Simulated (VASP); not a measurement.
A run of VASP 6.6.1 is set up as follows.

Contents of INCAR:

```
  PREC = Accurate
  ENCUT = 500
  EDIFF = 1E-6
  ISMEAR = 0
  SIGMA = 0.1
  LREAL = F
  LASPH = T
  NELM = 120
  ALGO = Normal
  ISIF = 2
  LWAVE = F
  LCHARG = T
  GGA = PS
  LELF = T
  LVHAR = T
  NBANDS = 46
  GGA_COMPAT = F
```

KPOINTS

```
regular mesh
0
Gamma
  6 4 4
```

POSCAR

```
ZnS
1.0
    3.8646465314      0.0000000000      0.0000000000
    0.0000000000      6.3359862870      0.0000000000
    0.0000000000      0.0000000000      6.4436183683
Zn S
4 4
Direct
    0.5000000000      0.0000000000      0.0000000000
    1.0000000000      0.5000000000      0.1666567000
    1.0000000000      0.0000000000      0.5000005000
    0.5000000000      0.5000000000      0.6666572000
    0.5000000000      0.6230000000      0.0000000000
    1.0000000000      0.1230000000      0.1666567000
    1.0000000000      0.6230000000      0.5000005000
    0.5000000000      0.1230000000      0.6666572000
```

Potentials or basis: VASP PAW PBE potentials, release 64 (Zn, S).

Run with:

```console
$ cat potpaw_PBE.64/Zn/POTCAR potpaw_PBE.64/S/POTCAR > POTCAR
$ mpirun -np 1 vasp_std > vasp.out
```

Question: Predict the pressure.

Answer: -1.5 GPa.

Question: Predict the largest force.

Answer: 0.317 eV/Å.

Forces on the atoms (eV/Å):
```
Zn   0.000 -0.192  0.198
Zn   0.000 -0.192 -0.198
Zn   0.000 -0.192  0.198
Zn   0.000 -0.192 -0.198
S    0.000  0.192  0.253
S    0.000  0.192 -0.253
S    0.000  0.192  0.253
S    0.000  0.192 -0.253
```

Caveat: the stress differs along the axes, from -4 to 2 GPa; the PAW data sets were made with another functional, which shifts forces and pressure a little.
